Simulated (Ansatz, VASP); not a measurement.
# In in VASP and in Ansatz

The input INCAR:

```
SYSTEM = In
PREC = Accurate
ENCUT = 600
EDIFF = 1E-7
ISMEAR = 0
SIGMA = 0.1
LREAL = .FALSE.
LASPH = .TRUE.
NELM = 80
ALGO = Fast
ISIF = 3
LWAVE = .FALSE.
LCHARG = .FALSE.
GGA = PE
IBRION = 2
NSW = 100
EDIFFG = -0.002
```

The input KPOINTS:

```
regular mesh
0
G
  18 18 18
  0 0 0
```

The input POSCAR:

```
In
1.0
   -1.6947072700      1.6947072700      2.2973723900
    1.6947072700     -1.6947072700      2.2973723900
    1.6947072700      1.6947072700     -2.2973723900
In
1
Direct
    0.0000000000      0.0000000000      0.0000000000
```

Input for Ansatz:

```yaml
crystal:
  lattice:
    - [-1.69470727, 1.69470727, 2.29737239]
    - [1.69470727, -1.69470727, 2.29737239]
    - [1.69470727, 1.69470727, -2.29737239]
  atoms:
    - { symbol: In, position: [0.0, 0.0, 0.0] }
basis:
  ecutwfc: 420
kpoints:
  mp_grid: { grid: [18, 18, 18] }
hamiltonian:
  xc: pbe
  pseudopotentials: { kind: paw, azcp: { folder: soft_1 } }
scf:
  occupations: { method: gaussian, width: 0.1 }
output:
  forces: true
  stress: true
  eigenvalues: true
relax:
  adjacent_minimum: "off"
  f_tol: 0.002
  max_steps: 80
  cell: { stress_tol: 0.02 }
```

Alike in both runs: task relaxation of cell and atoms; functional PBE; k mesh 18 × 18 × 18; occupations gaussian, width 0.1 eV; no spin polarisation.

```csv
,VASP,Ansatz
version,VASP 6.6.1,Ansatz 0.2.0
potentials or method,"VASP PAW PBE potentials, release 64 (In_d), cutoff 600 eV","scalar-relativistic, plane waves, PAW"
valence electrons in the cell,13,13
```

```tsv
	VASP	Ansatz	Ansatz less VASP
gap on the k mesh at the Fermi level, each at its own relaxed structure (eV)	none	none	-
relaxed volume (Å³/atom)	27.48	27.48	+0.004
relaxed length of the cell vector where the two differ most in proportion (Å)	3.386	3.387	+0.0014
```

A gap of «none» marks a metal or a gap that the smearing closes.
